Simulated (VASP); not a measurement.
Na: single point with PBEsol

The system is Na.

```
CELL_PARAMETERS angstrom
-2.28277 2.28277 2.28277
2.28277 -2.28277 2.28277
2.28277 2.28277 -2.28277
ATOMIC_POSITIONS crystal
Na 0.00000 0.00000 0.00000
```

```
Program             : VASP 6.6.1
Task                : single point
Functional          : PBEsol
Potentials or basis : VASP PAW PBE potentials, release 64 (Na_pv)
Cutoff              : 520 eV
k mesh              : 6 × 6 × 6
Occupations         : gaussian, width 0.1 eV
Spin                : no spin polarisation
```

| Property | Result |
| --- | --- |
| Pressure | -1.2 GPa |

Levels at points of the mesh, in eV from the Fermi level:
```csv
k point,band 1,band 2,band 3,band 4,band 5,band 6,band 7,band 8
"(0.00, 0.00, 0.00)",-25.04,-25.04,-25.04,-2.81,10.18,10.18,10.18,11.06
"(0.50, 0.00, 0.00)",-25.06,-25.05,-25.04,0.68,0.95,7.20,7.58,7.89
"(0.50, 0.50, 0.50)",-25.05,-25.05,-25.05,4.09,4.09,4.09,4.09,4.09
```

Wall time 3.7 s on 1 thread of Intel(R) Xeon(R) 6975P-C (Granite Rapids) (shared host), peak memory 0.15 GiB.

Caveat: the PAW data sets were made with another functional, which shifts forces and pressure a little.
